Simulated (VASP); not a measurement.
# SnO (Pmn2_1) in VASP: single point with PBE

Aim: the single point of SnO with PBE.

Everything below comes from runs of VASP 6.6.1. Logs are shortened: lines on timing, memory, paths and dates and some standing lists are left out, and cuts for length are marked.

### Step 1. The cell of the first run

Symmetry: Pmn2_1, No. 31, orthorhombic system. The conventional cell has a = 3.355 Å, b = 5.674 Å, c = 4.222 Å, α = 90.00°, β = 90.00°, γ = 90.00°. Within 2.8 Å of Sn (site symmetry m) lie 3 O at 2.15 to 2.16 Å. O (site symmetry m) has 3 Sn at 2.15 to 2.16 Å within 2.8 Å.

### Step 2. Single point, PBE

POSCAR reads:

```
SnO
1.0
    3.3550050000      0.0000000000      0.0000000000
    0.0000000000      5.6741040000      0.0000000000
    0.0000000000      0.0000000000      4.2219700000
Sn O
2 2
Direct
    0.0000000000      0.2319090000      0.5131440000
    0.5000000000      0.7680910000      0.0131440000
    0.0000000000      0.8912500000      0.7368570000
    0.5000000000      0.1087500000      0.2368570000
```

INCAR.step1 reads:

```
PREC = Accurate
ENCUT = 520
EDIFF = 1E-6
ISMEAR = 0
SIGMA = 0.05
LREAL = F
LASPH = T
NELM = 100
ALGO = Normal
ISIF = 2
LWAVE = F
LCHARG = T
GGA = PE
NBANDS = 28
```

KPOINTS.step1 reads:

```
regular mesh
0
Gamma
  8 6 8
```

INCAR.step2 reads:

```
PREC = Accurate
ENCUT = 520
EDIFF = 1E-6
ISMEAR = -5
SIGMA = 0.05
LREAL = F
LASPH = T
NELM = 100
ALGO = Normal
ISIF = 2
LWAVE = F
LCHARG = F
GGA = PE
LORBIT = 11
NBANDS = 28
NEDOS = 2001
ICHARG = 11
```

KPOINTS.step2 reads:

```
regular mesh
0
Gamma
  12 9 12
```

Potentials or basis: VASP PAW PBE potentials, release 64 (Sn_d, O).

On the command line:

```bash
$ cat potpaw_PBE.64/Sn_d/POTCAR potpaw_PBE.64/O/POTCAR > POTCAR
$ cp INCAR.step1 INCAR
$ cp KPOINTS.step1 KPOINTS
$ mpirun -np 1 vasp_std > vasp.out
$ cp INCAR.step2 INCAR
$ cp KPOINTS.step2 KPOINTS
$ mpirun -np 1 vasp_std > vasp.out
```

OUTCAR:

```text
PREC = Accurate
   ENCUT = 520
   EDIFF = 1E-6
   ISMEAR = -5
   LREAL = F
   LASPH = T
   NELM = 100
   ISIF = 2
   GGA = PE
   LORBIT = 11
   ICHARG = 11

 ion  position               nearest neighbor table
   1  0.000  0.232  0.513-   3 2.15   4 2.16   4 2.16
   2  0.500  0.768  0.013-   4 2.15   3 2.16   3 2.16
   3  0.000  0.891  0.737-   1 2.15   2 2.16   2 2.16
   4  0.500  0.109  0.237-   2 2.15   1 2.16   1 2.16

  LATTYP: Found a simple orthorhombic cell.
 ALAT       =     3.3550050000
 B/A-ratio  =     1.2584094510
 C/A-ratio  =     1.6912356315

  Lattice vectors:

 A1 = (  -3.3550050000,   0.0000000000,   0.0000000000)
 A2 = (   0.0000000000,   0.0000000000,   4.2219700000)
 A3 = (   0.0000000000,   5.6741040000,   0.0000000000)

Analysis of symmetry for initial positions (statically):
=====================================================================
 Subroutine PRICEL returns:
 Original cell was already a primitive cell.

 Routine SETGRP: Setting up the symmetry group for a
 simple orthorhombic supercell.

 Subroutine GETGRP returns: Found  4 space group operations
 (whereof  2 operations were pure point group operations)
 out of a pool of  8 trial point group operations.

The static configuration has the point symmetry C_1h.
 The point group associated with its full space group is C_2v.

Analysis of symmetry for dynamics (positions and initial velocities):
=====================================================================
 Subroutine PRICEL returns:
 Original cell was already a primitive cell.

 Routine SETGRP: Setting up the symmetry group for a
 simple orthorhombic supercell.

 Subroutine GETGRP returns: Found  4 space group operations
 (whereof  2 operations were pure point group operations)
 out of a pool of  8 trial point group operations.

The dynamic configuration has the point symmetry C_1h.
 The point group associated with its full space group is C_2v.

 Subroutine INISYM returns: Found  4 space group operations
 (whereof  2 operations are pure point group operations),
 and found     1 'primitive' translations

----------------------------------------------------------------------------------------

                                     Primitive cell

  volume of cell :      80.3722

  direct lattice vectors                    reciprocal lattice vectors
     3.355005000  0.000000000  0.000000000     0.298062149  0.000000000  0.000000000
     0.000000000  5.674104000  0.000000000     0.000000000  0.176239279  0.000000000
     0.000000000  0.000000000  4.221970000     0.000000000  0.000000000  0.236856254

  length of vectors
     3.355005000  5.674104000  4.221970000     0.298062149  0.176239279  0.236856254

  position of ions in fractional coordinates (direct lattice)
     0.000000000  0.231909000  0.513144000
     0.500000000  0.768091000  0.013144000
     0.000000000  0.891250000  0.736857000
     0.500000000  0.108750000  0.236857000

  ion indices of the primitive-cell ions
   primitive index   ion index
                 1           1
                 2           2
                 3           3
                 4           4

----------------------------------------------------------------------------------------

 KPOINTS: regular mesh

Automatic generation of k-mesh.
 Grid dimensions read from file:
 generate k-points for:   12    9   12

 Generating k-lattice:

  Cartesian coordinates                     Fractional coordinates (reciprocal lattice)
     0.024838512  0.000000000  0.000000000     0.083333333  0.000000000  0.000000000
     0.000000000  0.019582142  0.000000000     0.000000000  0.111111111  0.000000000
     0.000000000  0.000000000  0.019738021     0.000000000  0.000000000  0.083333333

  Length of vectors
     0.024838512  0.019582142  0.019738021

  Shift w.r.t. Gamma in fractional coordinates (k-lattice)
     0.000000000  0.000000000  0.000000000

 TETIRR: Found   3888 inequivalent tetrahedra from     7776

 Subroutine IBZKPT returns following result:
 ===========================================

 Found    245 irreducible k-points:

 Following reciprocal coordinates:
            Coordinates               Weight
  0.000000  0.000000  0.000000      1.000000
  0.083333  0.000000  0.000000      2.000000
  0.166667  0.000000  0.000000      2.000000
  0.250000  0.000000  0.000000      2.000000
  0.333333  0.000000  0.000000      2.000000
  0.416667  0.000000  0.000000      2.000000
[... 16 lines left out ...]
  0.083333  0.333333  0.000000      4.000000
  0.166667  0.333333  0.000000      4.000000
 [... further k-points ...]
   k-points           NKPTS =    245   k-points in BZ     NKDIM =    245   number of bands    NBANDS=     28
   number of dos      NEDOS =   2001   number of ions     NIONS =      4
   total plane-waves  NPLWV =  37632
   dimension x,y,z NGX =    28 NGY =   42 NGZ =   32
   dimension x,y,z NGXF=    56 NGYF=   84 NGZF=   64
   ions per type =               2   2
   NGX,Y,Z   is equivalent  to a cutoff of  13.87, 12.31, 12.60 a.u.
   NGXF,Y,Z  is equivalent  to a cutoff of  27.75, 24.61, 25.20 a.u.
 SYSTEM =  unknown system
   PREC   = accura    normal or accurate (medium, high low for compatibility)
   ISTART =      0    job   : 0-new  1-cont  2-samecut
   ICHARG =     11    charge: 1-file 2-atom 10-const
   ISPIN  =      1    spin polarized calculation?
   LNONCOLLINEAR =      F non collinear calculations
   LSORBIT =      F    spin-orbit coupling
   LASPH  =      T    aspherical Exc in radial PAW
   ENCUT  =  520.0 eV  38.22 Ry    6.18 a.u.   6.24 10.55  7.85*2*pi/ulx,y,z
   NELM   =    100;   NELMIN=  2; NELMDL=  0     # of ELM steps
   EDIFF  = 0.1E-05   stopping-criterion for ELM
   LREAL  =      F    real-space projection
   EDIFFG = 0.1E-04   stopping-criterion for IOM
   NSW    =      0    number of steps for IOM
   IBRION =     -1    ionic relax: 0-MD 1-quasi-New 2-CG
   NFREE  =      0    steps in history (QN), initial steepest desc. (CG)
   ISIF   =      2    stress and relaxation
   ISYM   =      2    0-nonsym 1-usesym 2-fastsym
   POTIM  = 0.5000    time-step for ionic-motion
   TEBEG  =    0.0;   TEEND  =   0.0 temperature during run
   PSTRESS=    0.0 pullay stress
   NELECT =      40.0000    total number of electrons
   NUPDOWN=      -1.0000    fix difference up-down
   EMIN   =  10.00;   EMAX   =-10.00  energy-range for DOS
   EFERMI =   0.00;   METHOD = LEGACY
   ISMEAR =    -5;   SIGMA  =   0.05  broadening in eV -4-tet -1-fermi 0-gaus
   EFERMI_NEDOS =   21; number of points for ismear=-14 and -15
   IALGO  =     38    algorithm
   IMIX   =      4    mixing-type and parameters
     AMIX     =   0.40;   BMIX     =  1.00
     AMIX_MAG =   1.60;   BMIX_MAG =  1.00
  volume/ion in A,a.u.               =      20.09       135.59
  Fermi-wavevector in a.u.,A,eV,Ry     =   1.297357  2.451650 22.900458  1.683136
  Thomas-Fermi vector in A             =   2.428755
   LORBIT       =     11    0 simple, 1 ext, 2 COOP (PROOUT), +10 PAW based schemes
   GGA     = PE    functional components
   LHFCALC =     F    Hartree Fock is set to
   AEXX    =    0.0000 exact exchange contribution
   IVDW    =     0    specifies the selected vdW correction
   LEPSILON=     F    determine dielectric tensor
   LRPA    =     F    only Hartree local field effects (RPA)
 non-spin polarized calculation
 Fermi weights with tetrahedron method with Bloechl corrections
  energy-cutoff  :      520.00
  volume of cell :       80.37
 maximum number of plane-waves:      2186
 NGX is ok and might be reduce to    28

 number of electron      39.9999992 magnetization

 Free energy of the ion-electron system (eV)
  ---------------------------------------------------
  ext. energy  EPLUGINS =         0.00000000
  ---------------------------------------------------
  free energy    TOTEN  =       -22.44373888 eV

  energy without entropy =      -22.44373888  energy(sigma->0) =      -22.44373888

 E-fermi :   4.8562     XC(G=0):  -9.5357

 val. band max:        4.8529544263   @ k =   0.0000   0.0000   0.0000
 cond. band min:       6.2525473726   @ k =   0.4167   0.4444   0.0000
 fundamental gap:      1.3995929463
 Fermi energy:         4.8562059020

 k-point     1 :       0.0000    0.0000    0.0000
  band No.  band energies     occupation
      1     -16.3659      2.00000
      2     -16.0462      2.00000
      3     -15.9634      2.00000
      4     -15.9399      2.00000
      5     -15.9128      2.00000
      6     -15.8792      2.00000
[... 20 lines left out ...]
     27      13.6381      0.00000
     28      14.2345      0.00000

 k-point     2 :       0.0833    0.0000    0.0000
  band No.  band energies     occupation
      1     -16.3624      2.00000
      2     -16.0385      2.00000
      3     -15.9592      2.00000
      4     -15.9587      2.00000
      5     -15.9168      2.00000
      6     -15.8791      2.00000
[... 20 lines left out ...]
     27      13.7008      0.00000
     28      14.3046      0.00000

 k-point     3 :       0.1667    0.0000    0.0000
  band No.  band energies     occupation
      1     -16.3554      2.00000
      2     -16.0508      2.00000
      3     -15.9789      2.00000
      4     -15.9480      2.00000
      5     -15.9244      2.00000
      6     -15.8806      2.00000
[... 616 lines left out ...]
      3     -15.9583      2.00000
      4     -15.9547      2.00000
      5     -15.9177      2.00000
      6     -15.8841      2.00000
[... 20 lines left out ...]
     27      13.7768      0.00000
     28      14.8425      0.00000

 k-point    24 :       0.1667    0.3333    0.0000
  band No.  band energies     occupation
      1     -16.3524      2.00000
      2     -16.0504      2.00000
      3     -15.9826      2.00000
      4     -15.9458      2.00000
      5     -15.9214      2.00000
      6     -15.8841      2.00000
[... 20 lines left out ...]
     27      13.8246      0.00000
     28      14.8852      0.00000

 [... further k-points ...]

------------------------ aborting loop because EDIFF is reached ----------------------------------------

  FORCE on cell =-STRESS in cart. coord.  units (eV):
  Direction    XX          YY          ZZ          XY          YZ          ZX
  --------------------------------------------------------------------------------------
  -------------------------------------------------------------------------------------
  Total        0.2025833      0.3432286      0.2711075      0.0000000      0.0000000      0.0000000
  in kB        4.0383938      6.8420837      5.4043869      0.0000000      0.0000000      0.0000000
  external PRESSURE =       5.4282881 kB  Pullay stress =       0.0000000 kB

 VOLUME and BASIS-vectors are now :
 -----------------------------------------------------------------------------
  energy-cutoff  :      520.00
  volume of cell :       80.37
      direct lattice vectors                 reciprocal lattice vectors
     3.355005000  0.000000000  0.000000000     0.298062149  0.000000000  0.000000000
     0.000000000  5.674104000  0.000000000     0.000000000  0.176239279  0.000000000
     0.000000000  0.000000000  4.221970000     0.000000000  0.000000000  0.236856254

 POSITION                                       TOTAL-FORCE (eV/Angst)
 -----------------------------------------------------------------------------------
      0.00000      1.31588      2.16648         0.000000     -0.039856     -0.000791
      1.67750      4.35823      0.05549         0.000000      0.039856     -0.000791
      0.00000      5.05705      3.11099         0.000000      0.061631      0.000791
      1.67750      0.61706      1.00000         0.000000     -0.061631      0.000791
 -----------------------------------------------------------------------------------
    total drift:                               -0.000000      0.000000     -0.000012

  FREE ENERGIE OF THE ION-ELECTRON SYSTEM (eV)
  ---------------------------------------------------
  free  energy   TOTEN  =       -22.4437388821 eV

  energy  without entropy=      -22.4437388821  energy(sigma->0) =      -22.44373888

 total charge

# of ion       s       p       d       tot
------------------------------------------
    1        1.275   0.804  10.063  12.142
    2        1.275   0.804  10.063  12.142
    3        1.574   3.414   0.000   4.988
    4        1.574   3.414   0.000   4.988
--------------------------------------------------
tot          5.698   8.436  20.126  34.260
```

Wall time 3.2 min (1 thread of Intel Xeon 6975P-C (Granite Rapids), shared host); peak memory 0.51 GiB.

Results:

| Property | Result |
| --- | --- |
| Valence electrons inside the program's atomic spheres | Sn 12.14; O 4.99 |

Caveat: spin-orbit coupling is left out, which moves the levels of the heavy elements.
